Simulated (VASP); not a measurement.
A run of VASP 6.6.1 is set up as follows.

Contents of POSCAR:

```
SnTe
1.0
    0.0000000000      3.1893303446      3.1893303446
    3.2212236480      0.0000000000      3.1893303446
    3.2212236480      3.1893303446      0.0000000000
Sn Te
1 1
Direct
    0.0000000000      0.0000000000      0.0000000000
    0.5000000000      0.5000000000      0.5000000000
```

Contents of INCAR.step1:

```
SYSTEM = SnTe
ALGO = Normal
EDIFF = 1E-4
ENCUT = 520
GGA = PE
ISMEAR = -1
LASPH = .TRUE.
LCHARG = .FALSE.
LREAL = .FALSE.
LWAVE = .TRUE.
NBANDS = 17
NELM = 100
PREC = Accurate
SIGMA = 0.02
```

File INCAR.step2:

```
SYSTEM = SnTe
ALGO = Normal
EDIFF = 1E-6
ENCUT = 520
ISIF = 2
ISMEAR = -1
ISTART = 1
LASPH = .TRUE.
LCHARG = .FALSE.
LMIXTAU = .TRUE.
LREAL = .FALSE.
LWAVE = .FALSE.
METAGGA = R2SCAN
NBANDS = 17
NELM = 100
PREC = Accurate
SIGMA = 0.02
```

KPOINTS

```
k-points
0
G
  8 8 8
  0 0 0
```

Potentials or basis: VASP PAW PBE potentials, release 64 (Sn_d, Te).

Command:

```console
$ cat potpaw_PBE.64/Sn_d/POTCAR potpaw_PBE.64/Te/POTCAR > POTCAR
$ cp INCAR.step1 INCAR
$ mpirun -np 1 vasp_std > vasp.out
$ cp INCAR.step2 INCAR
$ mpirun -np 1 vasp_std > vasp.out
```

Q: Predict the band gap on the k mesh.

A: 0.16 eV.

Q: Estimate the pressure.

A: -0.5 GPa.

Stress tensor (GPa, compression positive):
```
-1.26  0.00  0.00
 0.00 -0.12  0.00
 0.00  0.00 -0.12
```

Caveat: the cell differs from its parent crystal (uniaxial x strain +1.0%); the PAW data sets were made with another functional, which shifts forces and pressure a little; spin-orbit coupling is left out, which moves the levels of the heavy elements. A k mesh can miss the band edges.
